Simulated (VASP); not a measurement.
# InSb (Cmcm) in VASP: notebook

Runs on InSb. Level: PBE. Tasks: single point.

Program: VASP 6.6.1. These are calculated values, not measurements. Logs are shortened: lines on timing, memory, paths and dates and some standing lists are left out, and cuts for length are marked.

## (1) The cell of the first run

It takes space group Cmcm (No. 63, orthorhombic). The conventional cell has a = 6.127 Å, b = 6.163 Å, c = 6.127 Å, α = 90.00°, β = 90.00°, γ = 90.00°. In (site symmetry m2m) has 6 Sb at 3.06 to 3.09 Å within 4.0 Å. Within 4.0 Å of Sb (site symmetry m2m) lie 6 In at 3.06 to 3.09 Å.

## (2) Single point, PBE

Input file INCAR:

```
PREC     = Accurate       # precision mode
ENCUT    = 520            # plane-wave cutoff, eV
EDIFF    = 1E-6           # SCF threshold, eV
ISMEAR   = 0              # smearing method
SIGMA    = 0.1            # smearing width, eV
LREAL    = F              # projectors in reciprocal space
LASPH    = T              # aspherical terms in the spheres
NELM     = 100            # most SCF steps
ALGO     = Normal         # electronic algorithm
ISIF     = 2              # what is computed and relaxed
LWAVE    = F              # write WAVECAR
LCHARG   = F              # write CHGCAR
GGA      = PE             # functional
NBANDS   = 26             # bands
```

Input file KPOINTS:

```
Automatic mesh
0
Gamma
  8 8 6
```

Input file POSCAR:

```
InSb
1.0
    3.0633140000     -3.0813730000      0.0000000000
    3.0633140000      3.0813730000      0.0000000000
    0.0000000000      0.0000000000      6.1268940000
In Sb
2 2
Direct
    0.2794110000      0.7205890000      0.2500000000
    0.7205890000      0.2794110000      0.7500000000
    0.7772050000      0.2227950000      0.2500000000
    0.2227950000      0.7772050000      0.7500000000
```

Potentials or basis: VASP PAW PBE potentials, release 64 (In_d, Sb).

On the command line:

```console
$ cat potpaw_PBE.64/In_d/POTCAR potpaw_PBE.64/Sb/POTCAR > POTCAR
$ mpirun -np 1 vasp_std > vasp.out
```

OUTCAR:

```text
PREC = Accurate
   ENCUT = 520
   EDIFF = 1E-6
   ISMEAR = 0
   LREAL = F
   LASPH = T
   NELM = 100
   ISIF = 2
   GGA = PE

 ion  position               nearest neighbor table
   1  0.279  0.721  0.250-   3 3.06   3 3.06   3 3.07   4 3.08   4 3.08   3 3.09
   2  0.721  0.279  0.750-   4 3.06   4 3.06   4 3.07   3 3.08   3 3.08   4 3.09
   3  0.777  0.223  0.250-   1 3.06   1 3.06   1 3.07   2 3.08   2 3.08   1 3.09
   4  0.223  0.777  0.750-   2 3.06   2 3.06   2 3.07   1 3.08   1 3.08   2 3.09

  LATTYP: Found a base centered orthorhombic cell.
 ALAT       =     6.1266280000
 B/A-ratio  =     1.0058952494
 C/A-ratio  =     1.0000434170

  Lattice vectors:

 A1 = (   3.0633140000,  -3.0813730000,   0.0000000000)
 A2 = (   3.0633140000,   3.0813730000,   0.0000000000)
 A3 = (   0.0000000000,   0.0000000000,   6.1268940000)

Analysis of symmetry for initial positions (statically):
=====================================================================
 Subroutine PRICEL returns:
 Original cell was already a primitive cell.

 Routine SETGRP: Setting up the symmetry group for a
 base centered orthorhombic supercell.

 Subroutine GETGRP returns: Found  8 space group operations
 (whereof  4 operations were pure point group operations)
 out of a pool of  8 trial point group operations.

The static configuration has the point symmetry C_2h.
 The point group associated with its full space group is D_2h.

Analysis of symmetry for dynamics (positions and initial velocities):
=====================================================================
 Subroutine PRICEL returns:
 Original cell was already a primitive cell.

 Routine SETGRP: Setting up the symmetry group for a
 base centered orthorhombic supercell.

 Subroutine GETGRP returns: Found  8 space group operations
 (whereof  4 operations were pure point group operations)
 out of a pool of  8 trial point group operations.

The dynamic configuration has the point symmetry C_2h.
 The point group associated with its full space group is D_2h.

 Subroutine INISYM returns: Found  8 space group operations
 (whereof  4 operations are pure point group operations),
 and found     1 'primitive' translations

----------------------------------------------------------------------------------------

                                     Primitive cell

  volume of cell :     115.6661

  direct lattice vectors                    reciprocal lattice vectors
     3.063314000 -3.081373000  0.000000000     0.163221922 -0.162265328  0.000000000
     3.063314000  3.081373000  0.000000000     0.163221922  0.162265328  0.000000000
     0.000000000  0.000000000  6.126894000     0.000000000  0.000000000  0.163214836

  length of vectors
     4.344968611  4.344968611  6.126894000     0.230155236  0.230155236  0.163214836

  position of ions in fractional coordinates (direct lattice)
     0.279411000  0.720589000  0.250000000
     0.720589000  0.279411000  0.750000000
     0.777205000  0.222795000  0.250000000
     0.222795000  0.777205000  0.750000000

  ion indices of the primitive-cell ions
   primitive index   ion index
                 1           1
                 2           2
                 3           3
                 4           4

----------------------------------------------------------------------------------------

 KPOINTS: Automatic mesh

Automatic generation of k-mesh.
 Grid dimensions read from file:
 generate k-points for:    8    8    6

 Generating k-lattice:

  Cartesian coordinates                     Fractional coordinates (reciprocal lattice)
     0.020402740 -0.020283166  0.000000000     0.125000000  0.000000000  0.000000000
     0.020402740  0.020283166  0.000000000     0.000000000  0.125000000  0.000000000
     0.000000000  0.000000000  0.027202473     0.000000000  0.000000000  0.166666667

  Length of vectors
     0.028769404  0.028769404  0.027202473

  Shift w.r.t. Gamma in fractional coordinates (k-lattice)
     0.000000000  0.000000000  0.000000000

 Subroutine IBZKPT returns following result:
 ===========================================

 Found     84 irreducible k-points:

 Following reciprocal coordinates:
            Coordinates               Weight
  0.000000  0.000000  0.000000      1.000000
  0.125000  0.000000  0.000000      4.000000
  0.250000  0.000000  0.000000      4.000000
  0.375000  0.000000  0.000000      4.000000
  0.500000  0.000000  0.000000      2.000000
  0.125000  0.125000  0.000000      2.000000
[... 16 lines left out ...]
  0.125000  0.000000  0.166667      8.000000
  0.250000  0.000000  0.166667      8.000000
 [... further k-points ...]
   k-points           NKPTS =     84   k-points in BZ     NKDIM =     84   number of bands    NBANDS=     26
   number of dos      NEDOS =    301   number of ions     NIONS =      4
   total plane-waves  NPLWV =  49152
   dimension x,y,z NGX =    32 NGY =   32 NGZ =   48
   dimension x,y,z NGXF=    64 NGYF=   64 NGZF=   96
   ions per type =               2   2
   NGX,Y,Z   is equivalent  to a cutoff of  12.24, 12.24, 13.02 a.u.
   NGXF,Y,Z  is equivalent  to a cutoff of  24.49, 24.49, 26.05 a.u.
 SYSTEM =  unknown system
   PREC   = accura    normal or accurate (medium, high low for compatibility)
   ISTART =      0    job   : 0-new  1-cont  2-samecut
   ICHARG =      2    charge: 1-file 2-atom 10-const
   ISPIN  =      1    spin polarized calculation?
   LNONCOLLINEAR =      F non collinear calculations
   LSORBIT =      F    spin-orbit coupling
   LASPH  =      T    aspherical Exc in radial PAW
   ENCUT  =  520.0 eV  38.22 Ry    6.18 a.u.   8.08  8.08 11.39*2*pi/ulx,y,z
   NELM   =    100;   NELMIN=  2; NELMDL= -5     # of ELM steps
   EDIFF  = 0.1E-05   stopping-criterion for ELM
   LREAL  =      F    real-space projection
   EDIFFG = 0.1E-04   stopping-criterion for IOM
   NSW    =      0    number of steps for IOM
   IBRION =     -1    ionic relax: 0-MD 1-quasi-New 2-CG
   NFREE  =      0    steps in history (QN), initial steepest desc. (CG)
   ISIF   =      2    stress and relaxation
   ISYM   =      2    0-nonsym 1-usesym 2-fastsym
   POTIM  = 0.5000    time-step for ionic-motion
   TEBEG  =    0.0;   TEEND  =   0.0 temperature during run
   PSTRESS=    0.0 pullay stress
   NELECT =      36.0000    total number of electrons
   NUPDOWN=      -1.0000    fix difference up-down
   EMIN   =  10.00;   EMAX   =-10.00  energy-range for DOS
   EFERMI =   0.00;   METHOD = LEGACY
   ISMEAR =     0;   SIGMA  =   0.10  broadening in eV -4-tet -1-fermi 0-gaus
   EFERMI_NEDOS =   21; number of points for ismear=-14 and -15
   IALGO  =     38    algorithm
   IMIX   =      4    mixing-type and parameters
     AMIX     =   0.40;   BMIX     =  1.00
     AMIX_MAG =   1.60;   BMIX_MAG =  1.00
  volume/ion in A,a.u.               =      28.92       195.14
  Fermi-wavevector in a.u.,A,eV,Ry     =   1.109448  2.096553 16.747069  1.230875
  Thomas-Fermi vector in A             =   2.245988
   LORBIT       =      0    0 simple, 1 ext, 2 COOP (PROOUT), +10 PAW based schemes
   GGA     = PE    functional components
   LHFCALC =     F    Hartree Fock is set to
   AEXX    =    0.0000 exact exchange contribution
   IVDW    =     0    specifies the selected vdW correction
   LEPSILON=     F    determine dielectric tensor
   LRPA    =     F    only Hartree local field effects (RPA)
 non-spin polarized calculation
 Gauss-broadening in eV      SIGMA  =   0.10
  energy-cutoff  :      520.00
  volume of cell :      115.67
 maximum number of plane-waves:      3156
   NGX = 17   NGY = 17   NGZ = 23

 number of electron      35.9999988 magnetization

 Free energy of the ion-electron system (eV)
  ---------------------------------------------------
  ext. energy  EPLUGINS =         0.00000000
  ---------------------------------------------------
  free energy    TOTEN  =       -13.33847773 eV

  energy without entropy =      -13.32673515  energy(sigma->0) =      -13.33260644

 E-fermi :   6.6531     XC(G=0):  -9.7314

 val. band max:        6.6477678420   @ k =  -0.2500   0.1250   0.5000
 cond. band min:       6.6707363427   @ k =   0.2500   0.1250   0.5000
 fundamental gap:      0.0229685007
 Fermi energy:         6.6531006903

 k-point     1 :       0.0000    0.0000    0.0000
  band No.  band energies     occupation
      1      -7.9032      2.00000
      2      -7.7821      2.00000
      3      -7.7766      2.00000
      4      -7.7685      2.00000
      5      -7.7609      2.00000
      6      -7.7590      2.00000
[... 18 lines left out ...]
     25      12.7306      0.00000
     26      12.7824      0.00000

 k-point     2 :       0.1250    0.0000    0.0000
  band No.  band energies     occupation
      1      -7.8949      2.00000
      2      -7.7842      2.00000
      3      -7.7802      2.00000
      4      -7.7659      2.00000
      5      -7.7644      2.00000
      6      -7.7587      2.00000
[... 18 lines left out ...]
     25      12.7407      0.00000
     26      12.9950      0.00000

 k-point     3 :       0.2500    0.0000    0.0000
  band No.  band energies     occupation
      1      -7.8734      2.00000
      2      -7.7927      2.00000
      3      -7.7893      2.00000
      4      -7.7763      2.00000
      5      -7.7579      2.00000
      6      -7.7538      2.00000
[... 18 lines left out ...]
     25      12.5041      0.00000
     26      13.0226      0.00000

 k-point     4 :       0.3750    0.0000    0.0000
  band No.  band energies     occupation
      1      -7.8472      2.00000
      2      -7.8058      2.00000
      3      -7.7989      2.00000
      4      -7.7876      2.00000
      5      -7.7559      2.00000
      6      -7.7460      2.00000
[... 18 lines left out ...]
     25      12.0539      0.00000
     26      13.4620      0.00000

 k-point     5 :       0.5000    0.0000    0.0000
  band No.  band energies     occupation
      1      -7.8283      2.00000
      2      -7.8188      2.00000
      3      -7.7997      2.00000
      4      -7.7961      2.00000
      5      -7.7530      2.00000
      6      -7.7482      2.00000
[... 18 lines left out ...]
     25      12.3657      0.00000
     26      13.3072      0.00000

 k-point     6 :       0.1250    0.1250    0.0000
  band No.  band energies     occupation
      1      -7.8876      2.00000
      2      -7.7937      2.00000
      3      -7.7759      2.00000
      4      -7.7715      2.00000
      5      -7.7619      2.00000
      6      -7.7602      2.00000
[... 427 lines left out ...]
 k-point    21 :       0.5000    0.5000    0.0000
  band No.  band energies     occupation
      1      -7.9065      2.00000
      2      -7.9019      2.00000
      3      -7.7771      2.00000
      4      -7.7718      2.00000
      5      -7.7612      2.00000
      6      -7.7610      2.00000
[... 18 lines left out ...]
     25      14.9273      0.00000
     26      15.0905      0.00000

 k-point    22 :       0.0000    0.0000    0.1667
  band No.  band energies     occupation
      1      -7.8932      2.00000
      2      -7.7875      2.00000
      3      -7.7763      2.00000
      4      -7.7679      2.00000
      5      -7.7638      2.00000
      6      -7.7540      2.00000
[... 18 lines left out ...]
     25      12.5858      0.00000
     26      13.2101      0.00000

 k-point    23 :       0.1250    0.0000    0.1667
  band No.  band energies     occupation
      1      -7.8853      2.00000
      2      -7.7883      2.00000
      3      -7.7808      2.00000
      4      -7.7686      2.00000
      5      -7.7641      2.00000
      6      -7.7544      2.00000
[... 18 lines left out ...]
     25      12.6550      0.00000
     26      13.0086      0.00000

 k-point    24 :       0.2500    0.0000    0.1667
  band No.  band energies     occupation
      1      -7.8653      2.00000
      2      -7.7944      2.00000
      3      -7.7908      2.00000
      4      -7.7796      2.00000
      5      -7.7564      2.00000
      6      -7.7528      2.00000
[... 18 lines left out ...]
     25      12.2228      0.00000
     26      12.7826      0.00000

 [... further k-points ...]

------------------------ aborting loop because EDIFF is reached ----------------------------------------

  FORCE on cell =-STRESS in cart. coord.  units (eV):
  Direction    XX          YY          ZZ          XY          YZ          ZX
  --------------------------------------------------------------------------------------
  -------------------------------------------------------------------------------------
  Total        0.2446930      0.2891094     -0.3766522      0.0000000      0.0000000      0.0000000
  in kB        3.3894250      4.0046686     -5.2172901      0.0000000      0.0000000      0.0000000
  external PRESSURE =       0.7256012 kB  Pullay stress =       0.0000000 kB

 VOLUME and BASIS-vectors are now :
 -----------------------------------------------------------------------------
  energy-cutoff  :      520.00
  volume of cell :      115.67
      direct lattice vectors                 reciprocal lattice vectors
     3.063314000 -3.081373000  0.000000000     0.163221922 -0.162265328  0.000000000
     3.063314000  3.081373000  0.000000000     0.163221922  0.162265328  0.000000000
     0.000000000  0.000000000  6.126894000     0.000000000  0.000000000  0.163214836

 POSITION                                       TOTAL-FORCE (eV/Angst)
 -----------------------------------------------------------------------------------
      3.06331      1.35943      1.53172         0.000000     -0.005625     -0.000000
      3.06331     -1.35943      4.59517         0.000000      0.005625      0.000000
      3.06331     -1.70834      1.53172         0.000000      0.031532      0.000000
      3.06331      1.70834      4.59517         0.000000     -0.031532      0.000000
 -----------------------------------------------------------------------------------
    total drift:                               -0.000000     -0.000000     -0.000000

  FREE ENERGIE OF THE ION-ELECTRON SYSTEM (eV)
  ---------------------------------------------------
  free  energy   TOTEN  =       -13.3384777285 eV

  energy  without entropy=      -13.3267351508  energy(sigma->0) =      -13.33260644
```

Wall time 4.2 min (1 thread of AMD EPYC 7R13, shared host); peak memory 0.34 GiB.

What came out:

* Free energy: -13.3385 eV
* Pressure: 0.1 GPa
* Largest force: 0.032 eV/Å
* Band gap on the k mesh: zero (band 18 reaches 7.19 eV, above the bottom of band 19 at 4.56 eV)

Forces in eV/Å, atoms in the order of the input:
```
In   0.000 -0.006  0.000
In   0.000  0.006  0.000
Sb   0.000  0.032  0.000
Sb   0.000 -0.032  0.000
```

Caveat: spin-orbit coupling is left out, which moves the levels of the heavy elements.

[end of part 1 of 2]
